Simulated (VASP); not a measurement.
Te2Pt:

```
Te Pt
1.0
     3.81014    0.00000    0.00000
    -1.90507    3.29968    0.00000
     0.00000    0.00000    4.78551
Te Pt
2 1
Cartesian
  0.0000 2.1998 1.3541
  1.9051 1.0999 3.4314
  0.0000 0.0000 0.0000
```

This cell differs from its parent crystal: equal strain along all axes, cell held: -6.0 %.

```yaml
Program: VASP 6.6.1
Task: relaxation of the atoms
Functional: PBE
Dispersion: D3(BJ)
Potentials_or_basis: VASP PAW PBE potentials, release 64 (Te, Pt)
Cutoff: 450 eV
k_mesh: 12 × 12 × 8
Occupations: gaussian, width 0.1 eV
Spin: no spin polarisation
```

At the start: pressure 25.8 GPa; volume 20.05 Å³/atom.

Question: Where does the relaxation end?

Answer: Over 3 steps the energy falls by 5.2 meV/atom; space group P-3m1 (No. 164, to 0.1 Å) before and after.

Step by step:
```csv
step,energy change (eV),largest force (eV/Å),pressure (GPa)
1,0.0000,0.5861,25.75
2,-0.0157,0.0319,24.34
3,-0.0157,0.0000,24.41
```

Final structure:
```
Te Pt
1.0
     3.81014    0.00000    0.00000
    -1.90507    3.29968    0.00000
     0.00000    0.00000    4.78551
Te Pt
2 1
Direct
  0.33333 0.66667 0.28856
  0.66667 0.33333 0.71144
  0.00000 0.00000 0.00000
```

Caveat: the cell differs from its parent crystal (equal strain along all axes, cell held: -6.0 %).
